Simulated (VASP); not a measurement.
A run of VASP 6.6.1:

The input INCAR:

```
PREC     = Accurate       # precision mode
ENCUT    = 520            # plane-wave cutoff, eV
EDIFF    = 1E-6           # SCF threshold, eV
ISMEAR   = 0              # smearing method
SIGMA    = 0.15           # smearing width, eV
LREAL    = False          # projectors in reciprocal space
LASPH    = True           # aspherical terms in the spheres
NELM     = 60             # most SCF steps
ALGO     = Fast           # electronic algorithm
ISIF     = 2              # what is computed and relaxed
LWAVE    = False          # write WAVECAR
LCHARG   = False          # write CHGCAR
GGA      = PE             # functional
NBANDS   = 10             # bands
```

KPOINTS

```
Automatic mesh
0
Gamma
  22 22 22
```

Contents of POSCAR:

```
Ir
1.0
    0.0000000000      1.8920597778      1.9919605340
    1.8920597778      0.0000000000      1.9919605340
    1.8920597778      1.8920597778      0.0000000000
Ir
1
Direct
    0.0000000000      0.0000000000      0.0000000000
```

Potentials or basis: VASP PAW PBE potentials, release 64 (Ir).

Command:

```bash
$ cat potpaw_PBE.64/Ir/POTCAR > POTCAR
$ mpirun -np 1 vasp_std > vasp.out
```

Hardware: 1 thread of Intel(R) Xeon(R) Platinum 8259CL CPU @ 2.50GHz (Skylake/Cascade Lake), on a shared host.

Q: How long does it take, and how much memory?

A: Wall time 100 s on 1 thread of Intel(R) Xeon(R) Platinum 8259CL CPU @ 2.50GHz (Skylake/Cascade Lake), with other jobs on the host, peak memory 0.24 GiB. Counts: scf iterations 15, k points 834.
